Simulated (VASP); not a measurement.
Here is a VASP 6.6.1 calculation.

File POSCAR:

```
Zr
1.0
    0.0000000000      2.2629968998      2.2629968998
    2.2629968998      0.0000000000      2.2629968998
    2.2629968998      2.2629968998      0.0000000000
Zr
1
Direct
    0.0000000000      0.0000000000      0.0000000000
```

Contents of INCAR.step1:

```
SYSTEM = Zr
PREC     = Accurate       ! precision mode
ENCUT    = 600            ! plane-wave cutoff, eV
ISMEAR   = 0              ! smearing method
SIGMA    = 0.1            ! smearing width, eV
LREAL    = .FALSE.        ! projectors in reciprocal space
LASPH    = .TRUE.         ! aspherical terms in the spheres
NELM     = 100            ! most SCF steps
GGA      = PE             ! functional
ALGO     = Normal         ! electronic algorithm
EDIFF    = 1E-4           ! SCF threshold, eV
LWAVE    = .TRUE.         ! write WAVECAR
LCHARG   = .FALSE.        ! write CHGCAR
```

File INCAR.step2:

```
SYSTEM = Zr
PREC     = Accurate       ! precision mode
ENCUT    = 600            ! plane-wave cutoff, eV
EDIFF    = 1E-6           ! SCF threshold, eV
ISMEAR   = 0              ! smearing method
SIGMA    = 0.1            ! smearing width, eV
LREAL    = .FALSE.        ! projectors in reciprocal space
LASPH    = .TRUE.         ! aspherical terms in the spheres
NELM     = 100            ! most SCF steps
ALGO     = Normal         ! electronic algorithm
ISIF     = 3              ! what is computed and relaxed
LWAVE    = .FALSE.        ! write WAVECAR
LCHARG   = .FALSE.        ! write CHGCAR
METAGGA  = R2SCAN         ! meta-GGA
LMIXTAU  = .TRUE.       
IBRION   = 2              ! ionic algorithm
NSW      = 80             ! ionic steps
EDIFFG   = -0.01          ! ionic threshold
ISTART   = 1
```

The input KPOINTS:

```
Automatic mesh
0
G
  16 16 16
  0 0 0
```

Potentials or basis: VASP PAW PBE potentials, release 64 (Zr_sv).

Command:

```console
$ cat potpaw_PBE.64/Zr_sv/POTCAR > POTCAR
$ cp INCAR.step1 INCAR
$ mpirun -np 1 vasp_std > vasp.out
$ cp INCAR.step2 INCAR
$ mpirun -np 1 vasp_std > vasp.out
```

**Question.** Predict the relaxed volume.

**Answer.** 23.34 Å³/atom.

**Question.** Predict the band gap on the k mesh.

**Answer.** Zero (band 6 reaches 10.01 eV, above the bottom of band 7 at 8.45 eV).

Step by step:
```csv
step,energy change (eV),largest force (eV/Å),pressure (GPa),volume (Å³)
1,0.0000,0.0000,0.63,23.18
2,0.0000,0.0000,-0.57,23.49
3,-0.0003,0.0000,0.00,23.34
```

Caveat: the PAW data sets were made with another functional, which shifts forces and pressure a little. Zero-point motion and thermal expansion aren't in these numbers.
